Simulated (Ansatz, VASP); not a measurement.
## C in VASP and in Ansatz

```
C
1.0
    -1.17706    1.17706    1.17706
     1.17706   -1.17706    1.17706
     1.17706    1.17706   -1.17706
C
1
Direct
  0.00000 0.00000 0.00000
```

Alike in both runs: task single point; functional revPBE; k mesh 21 × 21 × 21; occupations fermi-dirac, width 0.1 eV; no spin polarisation.

```csv
,VASP,Ansatz
version,VASP 6.6.1,Ansatz 0.2.0
potentials or method,"VASP PAW PBE potentials, release 64 (C), cutoff 520 eV","plane waves (420 eV) with PAW, scalar-relativistic"
valence electrons in the cell,4,4
```

|  | VASP | Ansatz | Ansatz less VASP |
| --- | --- | --- | --- |
| pressure (GPa) | 7.5 | 7.4 | -0.10 |

VASP's potentials were made for PBE, not for revPBE. With one functional, cell and mesh, what is left measures potentials, basis and numerics.
